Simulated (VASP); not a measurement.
# BeS4 (Im-3m) in VASP: a series of runs

Runs on BeS4. Level: PBE. Tasks: single point, relaxation of cell and atoms.

Program: VASP 6.6.1. These are calculated values, not measurements. Logs are shortened: lines on timing, memory, paths and dates and some standing lists are left out, and cuts for length are marked.

## 1. The cell of the first run

The structure is cubic, space group Im-3m (No. 229). The conventional cell has a = 5.511 Å, b = 5.511 Å, c = 5.511 Å, α = 90.00°, β = 90.00°, γ = 90.00°. Be (site symmetry m-3m) has 8 S at 2.39 Å within 3.2 Å. Within 3.2 Å of S (site symmetry -3m) lie 2 Be at 2.39 Å and 6 S at 2.76 Å.

## 2. Single point, PBE

File INCAR:

```
PREC     = Accurate       # precision mode
ENCUT    = 520            # plane-wave cutoff, eV
EDIFF    = 1E-7           # SCF threshold, eV
ISMEAR   = 0              # smearing method
SIGMA    = 0.1            # smearing width, eV
LREAL    = F              # projectors in reciprocal space
LASPH    = T              # aspherical terms in the spheres
NELM     = 80             # most SCF steps
ALGO     = Normal         # electronic algorithm
ISIF     = 2              # what is computed and relaxed
LWAVE    = F              # write WAVECAR
LCHARG   = F              # write CHGCAR
GGA      = PE             # functional
NBANDS   = 21             # bands
```

File KPOINTS:

```
regular mesh
0
Gamma
  4 4 4
```

File POSCAR:

```
BeS4
1.0
   -2.7552510752      2.7552510752      2.7552510752
    2.7552510752     -2.7552510752      2.7552510752
    2.7552510752      2.7552510752     -2.7552510752
Be S
1 4
Direct
    0.0000000000      0.0000000000      0.0000000000
    0.0000000000      0.0000000000      0.5000000000
    0.0000000000      0.5000000000      0.0000000000
    0.5000000000      0.0000000000      0.0000000000
    0.5000000000      0.5000000000      0.5000000000
```

Potentials or basis: VASP PAW PBE potentials, release 64 (Be, S).

Run with:

```console
cat potpaw_PBE.64/Be/POTCAR potpaw_PBE.64/S/POTCAR > POTCAR
mpirun -np 1 vasp_std > vasp.out
```

OUTCAR:

```text
PREC = Accurate
   ENCUT = 520
   EDIFF = 1E-7
   ISMEAR = 0
   LREAL = F
   LASPH = T
   NELM = 80
   ISIF = 2
   GGA = PE

 ion  position               nearest neighbor table
   1  0.000  0.000  0.000-   2 2.39   3 2.39   4 2.39   5 2.39   2 2.39   3 2.39   4 2.39   5 2.39

   2  0.000  0.000  0.500-   1 2.39   1 2.39   4 2.76   5 2.76   3 2.76   3 2.76   4 2.76   5 2.76

   3  0.000  0.500  0.000-   1 2.39   1 2.39   4 2.76   5 2.76   2 2.76   2 2.76   5 2.76   4 2.76

   4  0.500  0.000  0.000-   1 2.39   1 2.39   3 2.76   5 2.76   5 2.76   2 2.76   2 2.76   3 2.76

   5  0.500  0.500  0.500-   1 2.39   1 2.39   3 2.76   4 2.76   4 2.76   3 2.76   2 2.76   2 2.76

  LATTYP: Found a body centered cubic cell.
 ALAT       =     5.5105021504

  Lattice vectors:

 A1 = (  -2.7552510752,   2.7552510752,   2.7552510752)
 A2 = (   2.7552510752,  -2.7552510752,   2.7552510752)
 A3 = (   2.7552510752,   2.7552510752,  -2.7552510752)

Analysis of symmetry for initial positions (statically):
=====================================================================
 Subroutine PRICEL returns:
 Original cell was already a primitive cell.

 Routine SETGRP: Setting up the symmetry group for a
 body centered cubic supercell.

 Subroutine GETGRP returns: Found 48 space group operations
 (whereof 48 operations were pure point group operations)
 out of a pool of 48 trial point group operations.

The static configuration has the point symmetry O_h .

Analysis of symmetry for dynamics (positions and initial velocities):
=====================================================================
 Subroutine PRICEL returns:
 Original cell was already a primitive cell.

 Routine SETGRP: Setting up the symmetry group for a
 body centered cubic supercell.

 Subroutine GETGRP returns: Found 48 space group operations
 (whereof 48 operations were pure point group operations)
 out of a pool of 48 trial point group operations.

The dynamic configuration has the point symmetry O_h .

 Subroutine INISYM returns: Found 48 space group operations
 (whereof 48 operations are pure point group operations),
 and found     1 'primitive' translations

----------------------------------------------------------------------------------------

                                     Primitive cell

  volume of cell :      83.6649

  direct lattice vectors                    reciprocal lattice vectors
    -2.755251075  2.755251075  2.755251075     0.000000000  0.181471665  0.181471665
     2.755251075 -2.755251075  2.755251075     0.181471665  0.000000000  0.181471665
     2.755251075  2.755251075 -2.755251075     0.181471665  0.181471665  0.000000000

  length of vectors
     4.772234850  4.772234850  4.772234850     0.256639690  0.256639690  0.256639690

  position of ions in fractional coordinates (direct lattice)
     0.000000000  0.000000000  0.000000000
     0.000000000  0.000000000  0.500000000
     0.000000000  0.500000000  0.000000000
     0.500000000  0.000000000  0.000000000
     0.500000000  0.500000000  0.500000000

  ion indices of the primitive-cell ions
   primitive index   ion index
                 1           1
                 2           2
                 3           3
                 4           4
                 5           5

----------------------------------------------------------------------------------------

 KPOINTS: regular mesh

Automatic generation of k-mesh.
 Grid dimensions read from file:
 generate k-points for:    4    4    4

 Generating k-lattice:

  Cartesian coordinates                     Fractional coordinates (reciprocal lattice)
     0.000000000  0.045367916  0.045367916     0.250000000  0.000000000  0.000000000
     0.045367916  0.000000000  0.045367916     0.000000000  0.250000000  0.000000000
     0.045367916  0.045367916  0.000000000     0.000000000  0.000000000  0.250000000

  Length of vectors
     0.064159922  0.064159922  0.064159922

  Shift w.r.t. Gamma in fractional coordinates (k-lattice)
     0.000000000  0.000000000  0.000000000

 Subroutine IBZKPT returns following result:
 ===========================================

 Found      8 irreducible k-points:

 Following reciprocal coordinates:
            Coordinates               Weight
  0.000000  0.000000  0.000000      1.000000
  0.250000  0.000000  0.000000     12.000000
  0.500000  0.000000  0.000000      6.000000
  0.250000  0.250000  0.000000     24.000000
  0.250000  0.250000  0.250000      2.000000
 -0.250000  0.250000  0.250000      6.000000
  0.500000  0.500000  0.250000     12.000000
  0.500000  0.500000  0.500000      1.000000
   k-points           NKPTS =      8   k-points in BZ     NKDIM =      8   number of bands    NBANDS=     21
   number of dos      NEDOS =    301   number of ions     NIONS =      5
   total plane-waves  NPLWV =  46656
   dimension x,y,z NGX =    36 NGY =   36 NGZ =   36
   dimension x,y,z NGXF=    72 NGYF=   72 NGZF=   72
   ions per type =               1   4
   NGX,Y,Z   is equivalent  to a cutoff of  12.54, 12.54, 12.54 a.u.
   NGXF,Y,Z  is equivalent  to a cutoff of  25.08, 25.08, 25.08 a.u.
 SYSTEM =  unknown system
   PREC   = accura    normal or accurate (medium, high low for compatibility)
   ISTART =      0    job   : 0-new  1-cont  2-samecut
   ICHARG =      2    charge: 1-file 2-atom 10-const
   ISPIN  =      1    spin polarized calculation?
   LNONCOLLINEAR =      F non collinear calculations
   LSORBIT =      F    spin-orbit coupling
   LASPH  =      T    aspherical Exc in radial PAW
   ENCUT  =  520.0 eV  38.22 Ry    6.18 a.u.   8.87  8.87  8.87*2*pi/ulx,y,z
   NELM   =     80;   NELMIN=  2; NELMDL= -5     # of ELM steps
   EDIFF  = 0.1E-06   stopping-criterion for ELM
   LREAL  =      F    real-space projection
   EDIFFG = 0.1E-05   stopping-criterion for IOM
   NSW    =      0    number of steps for IOM
   IBRION =     -1    ionic relax: 0-MD 1-quasi-New 2-CG
   NFREE  =      0    steps in history (QN), initial steepest desc. (CG)
   ISIF   =      2    stress and relaxation
   ISYM   =      2    0-nonsym 1-usesym 2-fastsym
   POTIM  = 0.5000    time-step for ionic-motion
   TEBEG  =    0.0;   TEEND  =   0.0 temperature during run
   PSTRESS=    0.0 pullay stress
   NELECT =      26.0000    total number of electrons
   NUPDOWN=      -1.0000    fix difference up-down
   EMIN   =  10.00;   EMAX   =-10.00  energy-range for DOS
   EFERMI =   0.00;   METHOD = LEGACY
   ISMEAR =     0;   SIGMA  =   0.10  broadening in eV -4-tet -1-fermi 0-gaus
   EFERMI_NEDOS =   21; number of points for ismear=-14 and -15
   IALGO  =     38    algorithm
   IMIX   =      4    mixing-type and parameters
     AMIX     =   0.40;   BMIX     =  1.00
     AMIX_MAG =   1.60;   BMIX_MAG =  1.00
  volume/ion in A,a.u.               =      16.73       112.92
  Fermi-wavevector in a.u.,A,eV,Ry     =   1.108881  2.095480 16.729943  1.229616
  Thomas-Fermi vector in A             =   2.245413
   LORBIT       =      0    0 simple, 1 ext, 2 COOP (PROOUT), +10 PAW based schemes
   GGA     = PE    functional components
   LHFCALC =     F    Hartree Fock is set to
   AEXX    =    0.0000 exact exchange contribution
   IVDW    =     0    specifies the selected vdW correction
   LEPSILON=     F    determine dielectric tensor
   LRPA    =     F    only Hartree local field effects (RPA)
 non-spin polarized calculation
 Gauss-broadening in eV      SIGMA  =   0.10
  energy-cutoff  :      520.00
  volume of cell :       83.66
 maximum number of plane-waves:      2316
   NGX = 17   NGY = 17   NGZ = 17

 number of electron      26.0000003 magnetization

 Free energy of the ion-electron system (eV)
  ---------------------------------------------------
  ext. energy  EPLUGINS =         0.00000000
  ---------------------------------------------------
  free energy    TOTEN  =       -17.29962362 eV

  energy without entropy =      -17.26506464  energy(sigma->0) =      -17.28234413

 E-fermi :   6.0958     XC(G=0): -10.1227

 val. band max:        5.5406504823   @ k =   0.0000   0.0000   0.0000
 cond. band min:       6.1398681089   @ k =   0.5000   0.5000   0.2500
 fundamental gap:      0.5992176266
 Fermi energy:         6.0957964453

 k-point     1 :       0.0000    0.0000    0.0000
  band No.  band energies     occupation
      1     -10.0566      2.00000
      2      -5.8040      2.00000
      3      -5.8040      2.00000
      4      -5.8040      2.00000
      5      -0.5210      2.00000
      6      -0.5210      2.00000
[... 13 lines left out ...]
     20      12.9715      0.00000
     21      12.9715      0.00000

 k-point     2 :       0.2500    0.0000    0.0000
  band No.  band energies     occupation
      1      -9.6160      2.00000
      2      -6.7310      2.00000
      3      -6.1144      2.00000
      4      -5.9904      2.00000
      5      -0.4260      2.00000
      6      -0.3382      2.00000
[... 13 lines left out ...]
     20      13.2254      0.00000
     21      13.7111      0.00000

 k-point     3 :       0.5000    0.0000    0.0000
  band No.  band energies     occupation
      1      -8.4456      2.00000
      2      -8.3117      2.00000
      3      -6.3691      2.00000
      4      -6.1570      2.00000
      5      -0.3894      2.00000
      6      -0.2900      2.00000
[... 13 lines left out ...]
     20      13.3421      0.00000
     21      13.8482      0.00000

 k-point     4 :       0.2500    0.2500    0.0000
  band No.  band energies     occupation
      1      -8.7807      2.00000
      2      -7.3824      2.00000
      3      -7.2920      2.00000
      4      -5.8918      2.00000
      5      -0.5461      2.00000
      6       1.0496      2.00000
[... 13 lines left out ...]
     20      12.4813      0.00000
     21      13.3105      0.00000

 k-point     5 :       0.2500    0.2500    0.2500
  band No.  band energies     occupation
      1      -7.7638      2.00000
      2      -7.4618      2.00000
      3      -7.4618      2.00000
      4      -7.4618      2.00000
      5       1.9969      2.00000
      6       2.0678      2.00000
[... 13 lines left out ...]
     20      12.2963      0.00000
     21      15.0367      0.00000

 k-point     6 :      -0.2500    0.2500    0.2500
  band No.  band energies     occupation
      1      -9.2190      2.00000
      2      -7.1020      2.00000
      3      -7.1020      2.00000
      4      -4.9901      2.00000
      5      -1.7038      2.00000
      6      -0.0197      2.00000
[... 13 lines left out ...]
     20      11.7929      0.00000
     21      12.2594      0.00000

 k-point     7 :       0.5000    0.5000    0.2500
  band No.  band energies     occupation
      1      -8.2184      2.00000
      2      -8.1396      2.00000
      3      -7.5041      2.00000
      4      -4.6409      2.00000
      5      -2.0139      2.00000
      6      -0.0836      2.00000
[... 13 lines left out ...]
     20      13.7273      0.00000
     21      14.5352      0.00000

 k-point     8 :       0.5000    0.5000    0.5000
  band No.  band energies     occupation
      1      -7.9468      2.00000
      2      -7.9468      2.00000
      3      -7.9468      2.00000
      4      -3.7636      2.00000
      5      -2.9051      2.00000
      6      -0.7896      2.00000
[... 13 lines left out ...]
     20      14.1697      0.00000
     21      14.9255      0.00000

------------------------ aborting loop because EDIFF is reached ----------------------------------------

  FORCE on cell =-STRESS in cart. coord.  units (eV):
  Direction    XX          YY          ZZ          XY          YZ          ZX
  --------------------------------------------------------------------------------------
  -------------------------------------------------------------------------------------
  Total       -0.1863003     -0.1863003     -0.1863003     -0.0000000      0.0000000     -0.0000000
  in kB       -3.5676357     -3.5676357     -3.5676357     -0.0000000      0.0000000     -0.0000000
  external PRESSURE =      -3.5676357 kB  Pullay stress =       0.0000000 kB

 VOLUME and BASIS-vectors are now :
 -----------------------------------------------------------------------------
  energy-cutoff  :      520.00
  volume of cell :       83.66
      direct lattice vectors                 reciprocal lattice vectors
    -2.755251075  2.755251075  2.755251075     0.000000000  0.181471665  0.181471665
     2.755251075 -2.755251075  2.755251075     0.181471665  0.000000000  0.181471665
     2.755251075  2.755251075 -2.755251075     0.181471665  0.181471665  0.000000000

 POSITION                                       TOTAL-FORCE (eV/Angst)
 -----------------------------------------------------------------------------------
      0.00000      0.00000      0.00000         0.000000      0.000000      0.000000
      1.37763      1.37763     -1.37763         0.000000      0.000000      0.000000
      1.37763     -1.37763      1.37763        -0.000000     -0.000000     -0.000000
     -1.37763      1.37763      1.37763        -0.000000      0.000000      0.000000
      1.37763      1.37763      1.37763        -0.000000      0.000000      0.000000
 -----------------------------------------------------------------------------------
    total drift:                                0.000000     -0.000000      0.000000

  FREE ENERGIE OF THE ION-ELECTRON SYSTEM (eV)
  ---------------------------------------------------
  free  energy   TOTEN  =       -17.2996236180 eV

  energy  without entropy=      -17.2650646424  energy(sigma->0) =      -17.28234413
```

Run time: 23 s. Hardware: 1 thread of Intel Xeon 8259CL, shared host; peak memory 0.19 GiB.

Results:

- Free energy: -17.2996 eV
- Pressure: -0.4 GPa
- Band gap on the k mesh: zero (band 13 reaches 7.36 eV, above the bottom of band 14 at 3.88 eV)

Levels at points of the mesh, in eV from the Fermi level:
| k point | band 9 | band 10 | band 11 | band 12 | band 13 | band 14 | band 15 | band 16 |
| --- | --- | --- | --- | --- | --- | --- | --- | --- |
| (0.00, 0.00, 0.00) | -5.03 | -5.03 | -0.56 | 0.20 | 0.20 | 0.20 | 2.15 | 2.75 |
| (0.50, 0.00, 0.00) | -3.18 | -2.98 | -2.69 | -2.32 | -1.67 | -1.31 | 1.29 | 1.42 |
| (0.50, 0.50, 0.50) | -3.92 | -3.92 | 1.26 | 1.26 | 1.26 | 1.77 | 1.77 | 1.77 |

Caveat: the k points lie up to 0.40 Å⁻¹ apart.

## 3. Single point, PBE

This run uses another cell than the first one, of 20.77 Å³/atom, 1.241 times its volume.

File INCAR:

```
  PREC = Accurate
  ENCUT = 520
  EDIFF = 1E-7
  ISMEAR = 0
  SIGMA = 0.1
  LREAL = F
  LASPH = T
  NELM = 60
  ALGO = Normal
  ISIF = 2
  LWAVE = F
  LCHARG = T
  GGA = PE
  LELF = T
  LVHAR = T
  NBANDS = 21
```

KPOINTS is that of step 2.

Changes to POSCAR since step 2:

```diff
@@ -2,5 +2,5 @@
 1.0
-   -2.7552510752      2.7552510752      2.7552510752
-    2.7552510752     -2.7552510752      2.7552510752
-    2.7552510752      2.7552510752     -2.7552510752
+   -2.9612045700      2.9612045700      2.9612045700
+    2.9612045700     -2.9612045700      2.9612045700
+    2.9612045700      2.9612045700     -2.9612045700
 Be S
```

Potentials or basis: VASP PAW PBE potentials, release 64 (Be, S).

Run with:

```console
cat potpaw_PBE.64/Be/POTCAR potpaw_PBE.64/S/POTCAR > POTCAR
mpirun -np 1 vasp_std > vasp.out
```

Run time: 37 s. Hardware: 1 thread of Intel Xeon 8259CL, shared host; peak memory 0.23 GiB.

The run converged. Its results:

- Free energy: -16.4681 eV
- Pressure: -10.8 GPa
- Band gap on the k mesh: zero (band 13 reaches 4.34 eV, above the bottom of band 14 at 1.75 eV)

Levels at points of the mesh, in eV from the Fermi level:
```
           k point  band 8  band 9  band 10  band 11  band 12  band 13  band 14  band 15  band 16  band 17
(0.00, 0.00, 0.00)   -3.69   -3.69    -3.69    -0.09     0.23     0.23     0.23     1.50     2.00     2.00
(0.50, 0.00, 0.00)   -2.79   -2.25    -2.24    -2.19    -1.67    -1.11    -1.06     1.01     1.09     3.55
(0.50, 0.50, 0.50)   -2.92   -2.92    -2.92     0.93     0.93     0.93     1.33     1.33     1.33     3.08
```

Caveat: the k points lie up to 0.38 Å⁻¹ apart.

(Part 1 of 2 ends here.)
